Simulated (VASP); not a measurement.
# SrCuS2 (P4/nmm) in VASP: a series of runs

SrCuS2 is run at these levels: r2SCAN; tasks: single point.

Program: VASP 6.6.1. These are calculated values, not measurements. Logs are shortened: lines on timing, memory, paths and dates and some standing lists are left out, and cuts for length are marked.

## Step 1: The cell of the first run

Symmetry: P4/nmm, No. 129, tetragonal system. The conventional cell has a = 4.349 Å, b = 4.349 Å, c = 8.939 Å, α = 90.00°, β = 90.00°, γ = 90.00°. Within 3.9 Å of Sr (site symmetry 4mm) lie 9 S at 2.96 to 3.56 Å and 5 Cu at 3.65 to 3.66 Å. Cu (site symmetry 4mm) has 5 S at 2.32 to 2.33 Å within 3.1 Å. Within 3.1 Å of S (site symmetry 4mm) lie 1 Cu at 2.32 Å and 5 Sr at 2.96 to 3.09 Å. Within 3.1 Å of S (site symmetry -4m2) lie 4 Cu at 2.33 Å and 4 S at 3.08 Å.

## Step 2: Single point, r2SCAN, collinear spin, zero start

Contents of POSCAR:

```
SrCuS2
1.0
    4.3489537170      0.0000000000      0.0000000000
    0.0000000000      4.3489537170      0.0000000000
    0.0000000000      0.0000000000      8.9391511416
Sr Cu S
2 2 4
Direct
    0.2500000000      0.2500000000      0.6847624197
    0.7500000000      0.7500000000      0.3152375803
    0.2500000000      0.2500000000      0.0943357481
    0.7500000000      0.7500000000      0.9056642519
    0.2500000000      0.2500000000      0.3540852848
    0.7500000000      0.7500000000      0.6459147152
    0.7500000000      0.2500000000      0.0000000000
    0.2500000000      0.7500000000      0.0000000000
```

Contents of INCAR.step1:

```
SYSTEM = SrCuS2
ALGO = Normal
EDIFF = 1E-4
ENCUT = 520
GGA = PE
ISMEAR = -1
ISPIN = 2
LASPH = .True.
LCHARG = .False.
LMAXMIX = 4
LREAL = .False.
LWAVE = .True.
MAGMOM = 0 0 0 0 0 0 0 0
NBANDS = 47
NELM = 150
PREC = Accurate
SIGMA = 0.1
```

Contents of INCAR.step2:

```
SYSTEM = SrCuS2
ALGO = Normal
EDIFF = 1E-6
ENCUT = 520
ISIF = 2
ISMEAR = -1
ISPIN = 2
ISTART = 1
LASPH = .True.
LCHARG = .True.
LELF = .True.
LMAXMIX = 4
LMIXTAU = .True.
LORBIT = 11
LREAL = .False.
LVHAR = .True.
LWAVE = .False.
MAGMOM = 0 0 0 0 0 0 0 0
METAGGA = R2SCAN
NBANDS = 47
NELM = 150
PREC = Accurate
SIGMA = 0.1
```

Contents of KPOINTS:

```
k-points
0
Gamma
  4 4 2
  0 0 0
```

Potentials or basis: VASP PAW PBE potentials, release 64 (Sr_sv, Cu, S).

Started as:

```
cat potpaw_PBE.64/Sr_sv/POTCAR potpaw_PBE.64/Cu/POTCAR potpaw_PBE.64/S/POTCAR > POTCAR
cp INCAR.step1 INCAR
mpirun -np 1 vasp_std > vasp.out
cp INCAR.step2 INCAR
mpirun -np 1 vasp_std > vasp.out
```

OUTCAR:

```text
SYSTEM = SrCuS2
   EDIFF = 1E-6
   ENCUT = 520
   ISIF = 2
   ISMEAR = -1
   ISPIN = 2
   ISTART = 1
   LASPH = .True.
   LORBIT = 11
   LREAL = .False.
   METAGGA = R2SCAN
   NELM = 150
   PREC = Accurate

 ion  position               nearest neighbor table
   1  0.250  0.250  0.685-   5 2.96   6 3.09   6 3.09   6 3.09   6 3.09   8 3.56   8 3.56   7 3.56
                             7 3.56   4 3.65   4 3.65   4 3.65   4 3.65   3 3.66   2 4.51   2 4.51
   2  0.750  0.750  0.315-   6 2.96   5 3.09   5 3.09   5 3.09   5 3.09   7 3.56   8 3.56   8 3.56
                             7 3.56   3 3.65   3 3.65   3 3.65   3 3.65   4 3.66   1 4.51   1 4.51
   3  0.250  0.250  0.094-   5 2.32   7 2.33   8 2.33   8 2.33   7 2.33   2 3.65   2 3.65   2 3.65
                             2 3.65   1 3.66
   4  0.750  0.750  0.906-   6 2.32   7 2.33   8 2.33   7 2.33   8 2.33   1 3.65   1 3.65   1 3.65
                             1 3.65   2 3.66
   5  0.250  0.250  0.354-   3 2.32   1 2.96   2 3.09   2 3.09   2 3.09   2 3.09
   6  0.750  0.750  0.646-   4 2.32   2 2.96   1 3.09   1 3.09   1 3.09   1 3.09
   7  0.750  0.250  0.000-   3 2.33   4 2.33   4 2.33   3 2.33   2 3.56   1 3.56   1 3.56   2 3.56

   8  0.250  0.750  0.000-   3 2.33   4 2.33   3 2.33   4 2.33   1 3.56   1 3.56   2 3.56   2 3.56

  LATTYP: Found a simple tetragonal cell.
 ALAT       =     4.3489537170
 C/A-ratio  =     2.0554716659

  Lattice vectors:

 A1 = (   4.3489537170,   0.0000000000,   0.0000000000)
 A2 = (   0.0000000000,   4.3489537170,   0.0000000000)
 A3 = (   0.0000000000,   0.0000000000,   8.9391511416)

Analysis of symmetry for initial positions (statically):
=====================================================================
 Subroutine PRICEL returns:
 Original cell was already a primitive cell.

 Routine SETGRP: Setting up the symmetry group for a
 simple tetragonal supercell.

 Subroutine GETGRP returns: Found 16 space group operations
 (whereof  4 operations were pure point group operations)
 out of a pool of 16 trial point group operations.

The static configuration has the point symmetry C_2h.
 The point group associated with its full space group is D_4h.

Analysis of symmetry for dynamics (positions and initial velocities):
=====================================================================
 Subroutine PRICEL returns:
 Original cell was already a primitive cell.

 Routine SETGRP: Setting up the symmetry group for a
 simple tetragonal supercell.

 Subroutine GETGRP returns: Found 16 space group operations
 (whereof  4 operations were pure point group operations)
 out of a pool of 16 trial point group operations.

The dynamic configuration has the point symmetry C_2h.
 The point group associated with its full space group is D_4h.
[... 158 lines left out ...]
  free energy    TOTEN  =       -94.35992477 eV

  energy without entropy =      -94.29810552  energy(sigma->0) =      -94.32901515

 E-fermi :   3.9638     XC(G=0): -10.2658

 val. band max:        3.9485998402   @ k =   0.0000   0.0000   0.0000
 cond. band min:       4.1606424539   @ k =   0.0000   0.0000   0.0000
 fundamental gap:      0.2120426137
 Fermi energy:         3.9638289277

 spin component 1

 k-point     1 :       0.0000    0.0000    0.0000
  band No.  band energies     occupation
      1     -31.9969      1.00000
      2     -31.9914      1.00000
      3     -13.5472      1.00000
      4     -13.4258      1.00000
      5     -13.3433      1.00000
      6     -13.3433      1.00000
[... 565 lines left out ...]
     44      10.6816      0.00000
     45      11.3420      0.00000
 Fermi energy:         3.9638289277

 spin component 2

 k-point     1 :       0.0000    0.0000    0.0000
  band No.  band energies     occupation
      1     -31.9969      1.00000
      2     -31.9914      1.00000
      3     -13.5472      1.00000
      4     -13.4258      1.00000
      5     -13.3433      1.00000
      6     -13.3433      1.00000
[... 565 lines left out ...]
     44      10.6816      0.00000
     45      11.3420      0.00000
 [bands above 45 left out]

------------------------ aborting loop because EDIFF is reached ----------------------------------------

  FORCE on cell =-STRESS in cart. coord.  units (eV):
  Direction    XX          YY          ZZ          XY          YZ          ZX
  --------------------------------------------------------------------------------------
  -------------------------------------------------------------------------------------
  Total        0.0928795      0.0928795      0.0812155      0.0000000      0.0000000      0.0000000
  in kB        0.8801661      0.8801661      0.7696326      0.0000000      0.0000000      0.0000000
  external PRESSURE =       0.8433216 kB  Pullay stress =       0.0000000 kB

 VOLUME and BASIS-vectors are now :
 -----------------------------------------------------------------------------
  energy-cutoff  :      520.00
  volume of cell :      169.07
      direct lattice vectors                 reciprocal lattice vectors
     4.348953717  0.000000000  0.000000000     0.229940364  0.000000000  0.000000000
     0.000000000  4.348953717  0.000000000     0.000000000  0.229940364  0.000000000
     0.000000000  0.000000000  8.939151142     0.000000000  0.000000000  0.111867445

 POSITION                                       TOTAL-FORCE (eV/Angst)
 -----------------------------------------------------------------------------------
      1.08724      1.08724      6.12119         0.000000      0.000000      0.005721
      3.26172      3.26172      2.81796         0.000000     -0.000000     -0.005721
      1.08724      1.08724      0.84328        -0.000000      0.000000      0.028264
      3.26172      3.26172      8.09587         0.000000     -0.000000     -0.028264
      1.08724      1.08724      3.16522         0.000000      0.000000     -0.013608
      3.26172      3.26172      5.77393        -0.000000     -0.000000      0.013608
      3.26172      1.08724      0.00000        -0.000000      0.000000     -0.000000
      1.08724      3.26172      0.00000         0.000000     -0.000000     -0.000000
 -----------------------------------------------------------------------------------
    total drift:                                0.000000     -0.000000     -0.000000

  FREE ENERGIE OF THE ION-ELECTRON SYSTEM (eV)
  ---------------------------------------------------
  free  energy   TOTEN  =       -94.3599247706 eV

  energy  without entropy=      -94.2981055222  energy(sigma->0) =      -94.32901515

 total charge

# of ion       s       p       d       tot
------------------------------------------
    1        2.000   5.859   0.165   8.024
    2        2.000   5.859   0.165   8.024
    3        0.399   0.442   9.195  10.035
    4        0.399   0.442   9.195  10.035
    5        1.304   2.470   0.000   3.774
    6        1.304   2.470   0.000   3.774
    7        1.347   2.356   0.000   3.703
    8        1.347   2.356   0.000   3.703
--------------------------------------------------
tot         10.098  22.254  18.721  51.072

 magnetization (x)

# of ion       s       p       d       tot
------------------------------------------
    1       -0.000  -0.000   0.000  -0.000
    2       -0.000  -0.000   0.000  -0.000
    3        0.000   0.000  -0.000  -0.000
    4        0.000   0.000  -0.000  -0.000
    5        0.000  -0.000   0.000  -0.000
    6        0.000  -0.000   0.000  -0.000
    7        0.000  -0.000   0.000  -0.000
    8        0.000  -0.000   0.000  -0.000
--------------------------------------------------
tot         -0.000  -0.000  -0.000  -0.000
```

OSZICAR.step1:

```text
N       E                     dE             d eps       ncg     rms          rms(c)
DAV:   1     0.637894918994E+03    0.63789E+03   -0.27674E+04  2256   0.148E+03
DAV:   2     0.481185796180E+02   -0.58978E+03   -0.55507E+03  2383   0.377E+02
DAV:   3    -0.337148189172E+02   -0.81833E+02   -0.78224E+02  3082   0.144E+02
DAV:   4    -0.408852099970E+02   -0.71704E+01   -0.71002E+01  3824   0.382E+01
DAV:   5    -0.412167607927E+02   -0.33155E+00   -0.33097E+00  3724   0.684E+00    0.290E+01
DAV:   6    -0.427673145483E+02   -0.15506E+01   -0.84215E+01  3376   0.146E+02    0.218E+01
DAV:   7    -0.357720988481E+02    0.69952E+01   -0.28327E+01  3328   0.831E+01    0.118E+01
DAV:   8    -0.366560457095E+02   -0.88395E+00   -0.80603E+00  3560   0.418E+01    0.680E+00
DAV:   9    -0.361258574492E+02    0.53019E+00   -0.36251E+00  3515   0.424E+01    0.217E+00
DAV:  10    -0.361187626937E+02    0.70948E-02   -0.44077E-01  3504   0.927E+00    0.814E-01
DAV:  11    -0.361200962706E+02   -0.13336E-02   -0.61408E-02  3928   0.302E+00    0.536E-01
DAV:  12    -0.361206903402E+02   -0.59407E-03   -0.86931E-03  3170   0.449E-01    0.446E-01
DAV:  13    -0.361206687689E+02    0.21571E-04   -0.10333E-03  3425   0.184E-01    0.274E-01
DAV:  14    -0.361206093389E+02    0.59430E-04   -0.16370E-04  2393   0.144E-01
   1 F= -.36120609E+02 E0= -.36087815E+02  d E =-.655887E-01  mag=    -0.0000
```

It took 4.6 min on 1 thread of Intel Xeon 6975P-C (Granite Rapids), shared host; peak memory 0.42 GiB.

Results:

```yaml
Free_energy: -94.3599 eV
Pressure: 0.1 GPa
Largest_force: 0.028 eV/Å
Band_gap_on_the_k_mesh: zero (filled and empty bands overlap)
Net_moment: 0.00 μB per cell
Valence_electrons_inside_the_program's_atomic_spheres: Sr 8.02; Cu 10.04; S 3.77, 3.70
```

Forces on the atoms (eV/Å):
```
Sr   0.000  0.000  0.006
Sr   0.000  0.000 -0.006
Cu   0.000  0.000  0.028
Cu   0.000  0.000 -0.028
S    0.000  0.000 -0.014
S    0.000  0.000  0.014
S    0.000  0.000  0.000
S    0.000  0.000  0.000
```

Caveat: the k points lie up to 0.36 Å⁻¹ apart; the PAW data sets were made with another functional, which shifts forces and pressure a little.

(Part 1 of 2 ends here.)
